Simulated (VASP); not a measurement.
A run of VASP 6.6.1:

File INCAR:

```
PREC = Accurate ; ENCUT = 520
EDIFF = 1E-6 ; ISMEAR = 0
SIGMA = 0.1 ; LREAL = False
LASPH = True ; NELM = 80
ALGO = Normal ; ISIF = 2
LWAVE = False ; LCHARG = False
GGA = PE ; NBANDS = 25
```

File KPOINTS:

```
Automatic mesh
0
Gamma
  14 14 14
```

File POSCAR:

```
Sr3C
1.0
   -2.4169087358      2.4169087358      5.1378820978
    2.4169087358     -2.4169087358      5.1378820978
    2.4169087358      2.4169087358     -5.1378820978
Sr C
3 1
Direct
    0.5000000000      0.5000000000      0.0000000000
    0.2500000000      0.7500000000      0.5000000000
    0.7500000000      0.2500000000      0.5000000000
    0.0000000000      0.0000000000      0.0000000000
```

Potentials or basis: VASP PAW PBE potentials, release 64 (Sr_sv, C).

Launch:

```bash
$ cat potpaw_PBE.64/Sr_sv/POTCAR potpaw_PBE.64/C/POTCAR > POTCAR
$ mpirun -np 1 vasp_std > vasp.out
```

Hardware: 1 thread of Intel(R) Xeon(R) 6975P-C (Granite Rapids), with other jobs on the host.

Q: How long does it take, and how much memory?

A: Wall time 6.1 min on 1 thread of Intel(R) Xeon(R) 6975P-C (Granite Rapids), with other jobs on the host, peak memory 0.78 GiB. Counts: scf iterations 14, k points 244.
